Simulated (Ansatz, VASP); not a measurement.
## Two plane-wave programs on Mo

The input INCAR:

```
ALGO     = Fast           # electronic algorithm
EDIFF    = 1E-7           # SCF threshold, eV
ENCUT    = 520            # plane-wave cutoff, eV
GGA      = PE             # functional
ISIF     = 2              # what is computed and relaxed
ISMEAR   = 0              # smearing method
LASPH    = T              # aspherical terms in the spheres
LCHARG   = T              # write CHGCAR
LELF     = T              # ELF
LREAL    = F              # projectors in reciprocal space
LVHAR    = T            
LWAVE    = F              # write WAVECAR
NBANDS   = 13             # bands
NELM     = 60             # most SCF steps
PREC     = Accurate       # precision mode
SIGMA    = 0.1            # smearing width, eV
```

KPOINTS

```
k-points
0
Gamma
  18 18 18
```

File POSCAR:

```
Mo
1.0
    0.0000000000      2.0641257000      2.0641257000
    2.0641257000      0.0000000000      2.0641257000
    2.0641257000      2.0641257000      0.0000000000
Mo
1
Direct
    0.0000000000      0.0000000000      0.0000000000
```

Input for Ansatz:

```yaml
crystal:
  lattice:
    - [0.0, 2.0641257, 2.0641257]
    - [2.0641257, 0.0, 2.0641257]
    - [2.0641257, 2.0641257, 0.0]
  atoms:
    - { symbol: Mo, position: [0.0, 0.0, 0.0] }
basis:
  ecutwfc: 420
kpoints:
  mp_grid: { grid: [18, 18, 18] }
hamiltonian:
  xc: pbe
scf:
  occupations: { method: gaussian, width: 0.1 }
output:
  forces: true
  stress: true
  eigenvalues: true
  populations: true
```

Alike in both runs: task single point; functional PBE; k mesh 18 × 18 × 18; occupations gaussian, width 0.1 eV; no spin polarisation.

```csv
,VASP,Ansatz
version,VASP 6.6.1,Ansatz 0.2.0
potentials or method,"VASP PAW PBE potentials, release 64 (Mo_sv), cutoff 520 eV","scalar-relativistic, plane waves, PAW"
valence electrons in the cell,14,14
```

Ansatz gave:

```
gap on the k mesh at the Fermi level (eV) : none
pressure (GPa)                            : -18.4
```

Task: What did VASP give for the same quantities?

Result: gap on the k mesh at the Fermi level (eV): none; pressure (GPa): -18.1.

A gap of «none» marks a metal or a gap that the smearing closes.
